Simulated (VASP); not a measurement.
# TaNb2O5: single point with PBE

TaNb2O5:

```
Ta Nb O
1.0
     3.94589    0.00000    0.00000
     0.00000    3.94589    0.00000
     0.00000    0.00000    7.19008
Ta Nb O
1 2 5
Direct
  0.50000 0.50000 0.00000
  0.00000 0.00000 0.27157
  0.00000 0.00000 0.72843
  0.00000 0.00000 0.00000
  0.00000 0.50000 0.74139
  0.50000 0.00000 0.74139
  0.00000 0.50000 0.25861
  0.50000 0.00000 0.25861
```

The cell was built from a structure type or drawn by symmetry, and may not be a known phase.

```json
{"Program": "VASP 6.6.1", "Task": "single point", "Functional": "PBE", "Potentials or basis": "VASP PAW PBE potentials, release 64 (Ta_pv, Nb_sv, O)", "Cutoff": "600 eV", "k mesh": "3 × 3 × 2", "Occupations": "gaussian, width 0.15 eV", "Spin": "no spin polarisation", "Dipole correction": "no", "Further INCAR settings": "ALGO = Normal; EDIFF = 1e-06; NBANDS = 44"}
```

```yaml
Pressure: -0.5 GPa
Largest_force: 0.067 eV/Å
Band_gap_on_the_k_mesh: zero (an odd number of electrons rules out a gap without spin polarisation)
```

Forces in eV/Å, atoms in the order of the input:
```
Ta   0.000  0.000  0.000
Nb   0.000  0.000 -0.067
Nb   0.000  0.000  0.067
O    0.000  0.000  0.000
O    0.000  0.000 -0.010
O    0.000  0.000 -0.010
O    0.000  0.000  0.010
O    0.000  0.000  0.010
```

Stress tensor (GPa, compression positive):
```
-0.67  0.00  0.00
 0.00 -0.67  0.00
 0.00  0.00 -0.12
```

Levels at points of the mesh, in eV from the Fermi level:
| k point | band 29 | band 30 | band 31 | band 32 | band 33 | band 34 | band 35 | band 36 | band 37 | band 38 |
| --- | --- | --- | --- | --- | --- | --- | --- | --- | --- | --- |
| (0.00, 0.00, 0.00) | -3.99 | -3.85 | -3.85 | -1.38 | -1.37 | -0.80 | -0.41 | -0.40 | -0.40 | -0.15 |
| (0.00, 0.00, 0.50) | -4.01 | -3.83 | -3.83 | -1.34 | -1.10 | -1.10 | -0.81 | -0.50 | -0.03 | 0.61 |

It took 31 s on 1 thread of AMD EPYC 9R45 96-Core Processor (Zen 5) (shared host), peak memory 0.22 GiB.

Caveat: the k points lie up to 0.53 Å⁻¹ apart, too coarse for converged energies and pressures of a metal; spin-orbit coupling is left out, which moves the levels of the heavy elements; an odd number of electrons without spin polarisation forces a metal; a magnetic or distorted state may lie lower.
